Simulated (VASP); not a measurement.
# Al (Pm-3m) in VASP: further runs, part 2 of 2

VASP 6.6.1.

### 4 Single point, revPBE (volume scaled by 0.96)

INCAR reads:

```
SYSTEM = Al
PREC     = Accurate       ! precision mode
ENCUT    = 520            ! plane-wave cutoff, eV
EDIFF    = 1E-7           ! SCF threshold, eV
ISMEAR   = -1             ! smearing method
SIGMA    = 0.1            ! smearing width, eV
LREAL    = .FALSE.        ! projectors in reciprocal space
LASPH    = .TRUE.         ! aspherical terms in the spheres
NELM     = 100            ! most SCF steps
ALGO     = Normal         ! electronic algorithm
ISIF     = 2              ! what is computed and relaxed
LWAVE    = .FALSE.        ! write WAVECAR
LCHARG   = .FALSE.        ! write CHGCAR
GGA      = RE             ! functional
NBANDS   = 8              ! bands
```

KPOINTS reads:

```
regular mesh
0
G
  13 13 13
  0 0 0
```

POSCAR reads:

```
Al
1.0
    2.6983173062      0.0000000000      0.0000000000
    0.0000000000      2.6983173062      0.0000000000
    0.0000000000      0.0000000000      2.6983173062
Al
1
Direct
    0.0000000000      0.0000000000      0.0000000000
```

Potentials or basis: VASP PAW PBE potentials, release 64 (Al).

On the command line:

```sh
> cat potpaw_PBE.64/Al/POTCAR > POTCAR
> mpirun -np 1 vasp_std > vasp.out
```

OUTCAR:

```text
SYSTEM = Al
   PREC = Accurate
   ENCUT = 520
   EDIFF = 1E-7
   ISMEAR = -1
   LREAL = .FALSE.
   LASPH = .TRUE.
   NELM = 100
   ISIF = 2
   GGA = RE

 ion  position               nearest neighbor table
   1  0.000  0.000  0.000-

  LATTYP: Found a simple cubic cell.
 ALAT       =     2.6983173062

  Lattice vectors:

 A1 = (   2.6983173062,   0.0000000000,   0.0000000000)
 A2 = (   0.0000000000,   2.6983173062,   0.0000000000)
 A3 = (   0.0000000000,   0.0000000000,   2.6983173062)

Analysis of symmetry for initial positions (statically):
=====================================================================
 Subroutine PRICEL returns:
 Original cell was already a primitive cell.

 Routine SETGRP: Setting up the symmetry group for a
 simple cubic supercell.

 Subroutine GETGRP returns: Found 48 space group operations
 (whereof 48 operations were pure point group operations)
 out of a pool of 48 trial point group operations.

The static configuration has the point symmetry O_h .

Analysis of symmetry for dynamics (positions and initial velocities):
=====================================================================
 Subroutine PRICEL returns:
 Original cell was already a primitive cell.

 Routine SETGRP: Setting up the symmetry group for a
 simple cubic supercell.

 Subroutine GETGRP returns: Found 48 space group operations
 (whereof 48 operations were pure point group operations)
 out of a pool of 48 trial point group operations.

The dynamic configuration has the point symmetry O_h .

 Subroutine INISYM returns: Found 48 space group operations
 (whereof 48 operations are pure point group operations),
 and found     1 'primitive' translations

----------------------------------------------------------------------------------------

                                     Primitive cell

  volume of cell :      19.6462

  direct lattice vectors                    reciprocal lattice vectors
     2.698317306  0.000000000  0.000000000     0.370601337  0.000000000  0.000000000
     0.000000000  2.698317306  0.000000000     0.000000000  0.370601337  0.000000000
     0.000000000  0.000000000  2.698317306     0.000000000  0.000000000  0.370601337

  length of vectors
     2.698317306  2.698317306  2.698317306     0.370601337  0.370601337  0.370601337

  position of ions in fractional coordinates (direct lattice)
     0.000000000  0.000000000  0.000000000

  ion indices of the primitive-cell ions
   primitive index   ion index
                 1           1

----------------------------------------------------------------------------------------

 KPOINTS: regular mesh

Automatic generation of k-mesh.
 Grid dimensions read from file:
 generate k-points for:   13   13   13

 Generating k-lattice:

  Cartesian coordinates                     Fractional coordinates (reciprocal lattice)
     0.028507795  0.000000000  0.000000000     0.076923077  0.000000000  0.000000000
     0.000000000  0.028507795  0.000000000     0.000000000  0.076923077  0.000000000
     0.000000000  0.000000000  0.028507795     0.000000000  0.000000000  0.076923077

  Length of vectors
     0.028507795  0.028507795  0.028507795

  Shift w.r.t. Gamma in fractional coordinates (k-lattice)
     0.000000000  0.000000000  0.000000000

 Subroutine IBZKPT returns following result:
 ===========================================

 Found     84 irreducible k-points:

 Following reciprocal coordinates:
            Coordinates               Weight
  0.000000  0.000000  0.000000      1.000000
  0.076923  0.000000  0.000000      6.000000
  0.153846  0.000000  0.000000      6.000000
  0.230769  0.000000  0.000000      6.000000
  0.307692  0.000000  0.000000      6.000000
  0.384615  0.000000  0.000000      6.000000
[... 16 lines left out ...]
  0.307692  0.307692  0.000000     12.000000
  0.384615  0.307692  0.000000     24.000000
 [... further k-points ...]
   k-points           NKPTS =     84   k-points in BZ     NKDIM =     84   number of bands    NBANDS=      8
   number of dos      NEDOS =    301   number of ions     NIONS =      1
   total plane-waves  NPLWV =   8000
   dimension x,y,z NGX =    20 NGY =   20 NGZ =   20
   dimension x,y,z NGXF=    40 NGYF=   40 NGZF=   40
   ions per type =               1
   NGX,Y,Z   is equivalent  to a cutoff of  12.32, 12.32, 12.32 a.u.
   NGXF,Y,Z  is equivalent  to a cutoff of  24.64, 24.64, 24.64 a.u.
 SYSTEM =  Al
   PREC   = accura    normal or accurate (medium, high low for compatibility)
   ISTART =      0    job   : 0-new  1-cont  2-samecut
   ICHARG =      2    charge: 1-file 2-atom 10-const
   ISPIN  =      1    spin polarized calculation?
   LNONCOLLINEAR =      F non collinear calculations
   LSORBIT =      F    spin-orbit coupling
   LASPH  =      T    aspherical Exc in radial PAW
   ENCUT  =  520.0 eV  38.22 Ry    6.18 a.u.   5.02  5.02  5.02*2*pi/ulx,y,z
   NELM   =    100;   NELMIN=  2; NELMDL= -5     # of ELM steps
   EDIFF  = 0.1E-06   stopping-criterion for ELM
   LREAL  =      F    real-space projection
   EDIFFG = 0.1E-05   stopping-criterion for IOM
   NSW    =      0    number of steps for IOM
   IBRION =     -1    ionic relax: 0-MD 1-quasi-New 2-CG
   NFREE  =      0    steps in history (QN), initial steepest desc. (CG)
   ISIF   =      2    stress and relaxation
   ISYM   =      2    0-nonsym 1-usesym 2-fastsym
   POTIM  = 0.5000    time-step for ionic-motion
   TEBEG  =    0.0;   TEEND  =   0.0 temperature during run
   PSTRESS=    0.0 pullay stress
   NELECT =       3.0000    total number of electrons
   NUPDOWN=      -1.0000    fix difference up-down
   EMIN   =  10.00;   EMAX   =-10.00  energy-range for DOS
   EFERMI =   0.00;   METHOD = LEGACY
   ISMEAR =    -1;   SIGMA  =   0.10  broadening in eV -4-tet -1-fermi 0-gaus
   EFERMI_NEDOS =   21; number of points for ismear=-14 and -15
   IALGO  =     38    algorithm
   IMIX   =      4    mixing-type and parameters
     AMIX     =   0.40;   BMIX     =  1.00
     AMIX_MAG =   1.60;   BMIX_MAG =  1.00
  volume/ion in A,a.u.               =      19.65       132.58
  Fermi-wavevector in a.u.,A,eV,Ry     =   0.875029  1.653564 10.417641  0.765675
  Thomas-Fermi vector in A             =   1.994642
   LORBIT       =      0    0 simple, 1 ext, 2 COOP (PROOUT), +10 PAW based schemes
   GGA     = RE    functional components
   LHFCALC =     F    Hartree Fock is set to
   AEXX    =    0.0000 exact exchange contribution
   IVDW    =     0    specifies the selected vdW correction
   LEPSILON=     F    determine dielectric tensor
   LRPA    =     F    only Hartree local field effects (RPA)
 non-spin polarized calculation
  energy-cutoff  :      520.00
  volume of cell :       19.65
 maximum number of plane-waves:       540
   NGX = 11   NGY = 11   NGZ = 11

 number of electron       3.0000000 magnetization

 Free energy of the ion-electron system (eV)
  ---------------------------------------------------
  ext. energy  EPLUGINS =         0.00000000
  ---------------------------------------------------
  free energy    TOTEN  =        -3.18069432 eV

  energy without entropy =       -3.16254077  energy(sigma->0) =       -3.17161755

 E-fermi :   5.9400     XC(G=0):  -9.4779

 val. band max:        5.8745820863   @ k =   0.3846   0.3846   0.0000
 cond. band min:       5.9670759153   @ k =   0.4615   0.3846   0.3846
 fundamental gap:      0.0924938290
 Fermi energy:         5.9399864422

 k-point     1 :       0.0000    0.0000    0.0000
  band No.  band energies     occupation
      1      -3.7522      2.00000
      2      13.9679      0.00000
      3      13.9679      0.00000
      4      15.2973      0.00000
      5      15.2973      0.00000
      6      15.2973      0.00000
      7      21.6969      0.00000
      8      30.2734      0.00000
[... 243 lines left out ...]
 k-point    24 :       0.3846    0.3077    0.0000
  band No.  band energies     occupation
      1       1.0273      2.00000
      2       5.4374      1.98695
      3       8.6245      0.00000
      4      13.0870      0.00000
      5      19.2874      0.00000
      6      21.6078      0.00000
      7      23.2535      0.00000
      8      25.9494      0.00000

 [... further k-points ...]

------------------------ aborting loop because EDIFF is reached ----------------------------------------

  FORCE on cell =-STRESS in cart. coord.  units (eV):
  Direction    XX          YY          ZZ          XY          YZ          ZX
  --------------------------------------------------------------------------------------
  -------------------------------------------------------------------------------------
  Total        0.2894075      0.2894075      0.2894075     -0.0000000      0.0000000     -0.0000000
  in kB       23.6015926     23.6015926     23.6015926     -0.0000000      0.0000000     -0.0000000
  external PRESSURE =      23.6015926 kB  Pullay stress =       0.0000000 kB

 VOLUME and BASIS-vectors are now :
 -----------------------------------------------------------------------------
  energy-cutoff  :      520.00
  volume of cell :       19.65
      direct lattice vectors                 reciprocal lattice vectors
     2.698317306  0.000000000  0.000000000     0.370601337  0.000000000  0.000000000
     0.000000000  2.698317306  0.000000000     0.000000000  0.370601337  0.000000000
     0.000000000  0.000000000  2.698317306     0.000000000  0.000000000  0.370601337

 POSITION                                       TOTAL-FORCE (eV/Angst)
 -----------------------------------------------------------------------------------
      0.00000      0.00000      0.00000         0.000000      0.000000      0.000000
 -----------------------------------------------------------------------------------
    total drift:                               -0.000000      0.000000      0.000000

  FREE ENERGIE OF THE ION-ELECTRON SYSTEM (eV)
  ---------------------------------------------------
  free  energy   TOTEN  =        -3.1806943233 eV

  energy  without entropy=       -3.1625407712  energy(sigma->0) =       -3.17161755
```

Wall time 13 s (1 thread of Intel Xeon 8259CL, shared host); peak memory 0.12 GiB.

What came out:

```yaml
Free_energy: -3.1807 eV
Pressure: 2.4 GPa
```

Levels at points of the mesh, in eV from the Fermi level:
| k point | band 1 | band 2 | band 3 | band 4 | band 5 |
| --- | --- | --- | --- | --- | --- |
| (0.00, 0.00, 0.00) | -9.69 | 8.03 | 8.03 | 9.36 | 9.36 |

Caveat: the PAW data sets were made with another functional, which shifts forces and pressure a little.

### 5 Overview

```csv
cell,k mesh,gap on the mesh (eV),pressure (GPa)
"a = 2.660 Å, 1 atom",13 × 13 × 13,none,5.4
"a = 2.735 Å, 1 atom",12 × 12 × 12,none,-0.1
"a = 2.698 Å, 1 atom",13 × 13 × 13,none,2.4
```

Alike in all rows: task single point; level revPBE; potentials or basis VASP PAW PBE potentials, release 64 (Al); no spin polarisation; cutoff (eV) 520; smearing fermi-dirac 0.1 eV.

Caveats: the PAW data sets were made with another functional, which shifts forces and pressure a little.

Total energies depend on the potentials used, so only differences within one code and one set of settings carry meaning.
